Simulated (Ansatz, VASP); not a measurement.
## KTaO3 in VASP and in Ansatz

```
K Ta O
1.0
     3.78889    0.00000    0.00000
     0.00000    3.78889    0.00000
     0.00000    0.00000    3.98830
K Ta O
1 1 3
Direct
  0.50000 0.50000 0.50000
  0.00000 0.00000 0.00000
  0.50000 0.00000 0.00000
  0.00000 0.50000 0.00000
  0.00000 0.00000 0.50000
```

Change from the starting cell: strain -0.050 along x and y, +0.000 along z, atoms carried along.

Alike in both runs: task single point; functional r2SCAN; k mesh 6 × 6 × 6; occupations gaussian, width 0.05 eV; no spin polarisation.

|  | VASP | Ansatz |
| --- | --- | --- |
| version | VASP 6.6.1 | Ansatz 0.2.0 |
| potentials or method | VASP PAW PBE potentials, release 64 (K_sv, Ta_pv, O), cutoff 520 eV | scalar-relativistic, plane waves, PAW |
| valence electrons in the cell | 38 | 40 |

Ansatz gave:

```
gap on the k mesh at the Fermi level (eV)                     : 2.82
least direct gap on the mesh (eV)                             : 3.34
pressure (GPa)                                                : 28.6
traceless stress, the component that is largest in VASP (GPa) : -18.33
```

Q: Which values does VASP return?

A: gap on the k mesh at the Fermi level (eV): 2.78; least direct gap on the mesh (eV): 3.32; pressure (GPa): 30.2; traceless stress, the component that is largest in VASP (GPa): -18.71.

VASP's potentials were made for PBE, not for r2SCAN. Both programs put the cell under a high pressure, so it lies far from rest at this level. With one functional, cell and mesh, what is left measures potentials, basis and numerics. VASP's potentials hold 38 valence electrons a cell and Ansatz's 40, so a difference there can come from the potentials and not from the codes.

Spin-orbit coupling is off throughout.
